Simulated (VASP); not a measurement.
Write the native input for VASP 6.6.1 that does the following.

```
Task                   : single point
Functional             : r2SCAN
Potentials or basis    : VASP PAW PBE potentials, release 64 (Zn, Cu)
Cutoff                 : 520 eV
k mesh                 : 18 × 18 × 8
Occupations            : gaussian, width 0.1 eV
Spin                   : no spin polarisation
Dipole correction      : no
Further INCAR settings : ALGO = Normal; EDIFF = 1e-06
```

The system is ZnCu2.

```xyz
3
Lattice="2.5923 0.0000 0.0000 -1.2962 2.2450 0.0000 0.0000 0.0000 6.2596" Properties=species:S:1:pos:R:3 pbc="T T T"
Zn    0.0000    0.0000    0.0000
Cu    0.0000    1.4967    4.1459
Cu    1.2962    0.7483    2.1136
```

One way to write it, as run:

POSCAR

```
ZnCu2
1.0
    2.5923273241      0.0000000000      0.0000000000
   -1.2961636621      2.2450213176      0.0000000000
    0.0000000000      0.0000000000      6.2595633620
Zn Cu
1 2
Direct
    0.0000000000      0.0000000000      0.0000000000
    0.3333333333      0.6666666667      0.6623329253
    0.6666666667      0.3333333333      0.3376670747
```

INCAR.step1

```
SYSTEM = ZnCu2
PREC = Accurate
ENCUT = 520
ISMEAR = -5
SIGMA = 0.1
LREAL = .False.
LASPH = .True.
NELM = 100
LMAXMIX = 4
GGA = PE
ALGO = Normal
EDIFF = 1E-4
LWAVE = .True.
LCHARG = .False.
```

INCAR.step2

```
SYSTEM = ZnCu2
PREC = Accurate
ENCUT = 520
EDIFF = 1E-6
ISMEAR = 0
SIGMA = 0.1
LREAL = .False.
LASPH = .True.
NELM = 100
ALGO = Normal
ISIF = 2
LWAVE = .False.
LCHARG = .False.
LMAXMIX = 4
METAGGA = R2SCAN
LMIXTAU = .True.
LORBIT = 11
ISTART = 1
```

KPOINTS

```
regular mesh
0
Gamma
  18 18 8
  0 0 0
```

Potentials or basis: VASP PAW PBE potentials, release 64 (Zn, Cu).

Run with:

```bash
$ cat potpaw_PBE.64/Zn/POTCAR potpaw_PBE.64/Cu/POTCAR > POTCAR
$ cp INCAR.step1 INCAR
$ mpirun -np 1 vasp_std > vasp.out
$ cp INCAR.step2 INCAR
$ mpirun -np 1 vasp_std > vasp.out
```

It gave:

```json
{"Pressure": "0.5 GPa", "Largest force": "0.014 eV/Å", "Band gap on the k mesh": "zero (band 17 reaches 8.48 eV, above the bottom of band 18 at 4.09 eV)", "Valence electrons inside the program's atomic spheres": "Zn 10.91; Cu 10.05"}
```

Caveat: the PAW data sets were made with another functional, which shifts forces and pressure a little.

It took 5.8 min on 1 thread of AMD EPYC 9R45 (Zen 5), on a shared host, peak memory 0.29 GiB.
